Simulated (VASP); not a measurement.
Input of a VASP 6.6.1 run:

INCAR

```
SYSTEM = Ga3Bi2As
PREC = Accurate ; ENCUT = 520
EDIFF = 1E-7 ; ISMEAR = -1
SIGMA = 0.02 ; LREAL = .False.
LASPH = .True. ; NELM = 100
ALGO = Normal ; ISIF = 2
LWAVE = .False. ; LCHARG = .False.
GGA = PS ; NBANDS = 46
```

File KPOINTS:

```
Automatic mesh
0
Gamma
  6 6 2
  0 0 0.5
```

POSCAR

```
Ga3Bi2As
1.0
    4.3389939450      0.0000000000      0.0000000000
   -2.1694969725      3.7576789832      0.0000000000
    0.0000000000      0.0000000000     10.6220528701
As Bi Ga
1 2 3
Direct
    0.0000000000      0.0000000000      0.0002928626
    0.3333333333      0.6666666667      0.3243475444
    0.6666666667      0.3333333333      0.6742455647
    0.3333333333      0.6666666667      0.0650415395
    0.6666666667      0.3333333333      0.4174205607
    0.0000000000      0.0000000000      0.7686519281
```

Potentials or basis: VASP PAW PBE potentials, release 64 (As, Bi_d, Ga_d).

Command:

```sh
$ cat potpaw_PBE.64/As/POTCAR potpaw_PBE.64/Bi_d/POTCAR potpaw_PBE.64/Ga_d/POTCAR > POTCAR
$ mpirun -np 1 vasp_std > vasp.out
```

Task: Estimate the band gap on the k mesh.

Result: Zero (filled and empty bands touch).

Task: Estimate the pressure.

Result: -0.4 GPa.

Stress tensor (GPa, compression positive):
```
-0.47  0.00  0.00
 0.00 -0.47  0.00
 0.00  0.00 -0.27
```

Caveat: the PAW data sets were made with another functional, which shifts forces and pressure a little; spin-orbit coupling is left out, which moves the levels of the heavy elements.
